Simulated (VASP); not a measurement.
Crystal: AsP2.

```
P As
1.0
     3.86809    0.00000    0.00000
    -1.93405    3.34987    0.00000
     0.00000    0.00000    9.50786
P As
4 2
Direct
  0.66667 0.33333 0.35953
  0.33333 0.66667 0.64047
  0.33333 0.66667 0.85953
  0.66667 0.33333 0.14047
  0.00000 0.00000 0.50000
  0.00000 0.00000 0.00000
```

The cell was generated, and may not be a known phase.

- Program: VASP 6.6.1
- Task: relaxation of cell and atoms
- Functional: PBE
- Potentials or basis: VASP PAW PBE potentials, release 64 (P, As)
- Cutoff: 600 eV
- k mesh: 12 × 12 × 4
- Occupations: gaussian, width 0.1 eV
- Spin: no spin polarisation

At the start: pressure 0.6 GPa; volume 20.53 Å³/atom.

Problem. How do energy, volume and symmetry change on relaxing?

Solution. Over 9 steps the energy falls by 6.1 meV/atom and the volume is 20.83 Å³/atom (+1.5 %); space group P6_3/mmc (No. 194, to 0.1 Å) before and after.

Step by step:
```csv
step,energy change (eV),largest force (eV/Å),pressure (GPa),volume (Å³)
1,0.0000,0.2729,0.56,123.20
2,-0.0176,0.0145,-0.21,124.48
3,-0.0200,0.1620,-0.62,125.20
4,-0.0303,0.0883,-0.44,125.27
5,-0.0363,0.0188,-0.19,125.35
6,-0.0365,0.0381,-0.14,125.36
7,-0.0365,0.0352,-0.16,125.36
8,-0.0367,0.0155,-0.08,125.17
9,-0.0368,0.0015,0.00,125.00
```

Final structure:
```
P As
1.0
     3.94380    0.00000    0.00000
    -1.97190    3.41543    0.00000
     0.00000    0.00000    9.28024
P As
4 2
Direct
  0.66667 0.33333 0.36282
  0.33333 0.66667 0.63718
  0.33333 0.66667 0.86282
  0.66667 0.33333 0.13718
  0.00000 0.00000 0.50000
  0.00000 0.00000 0.00000
```
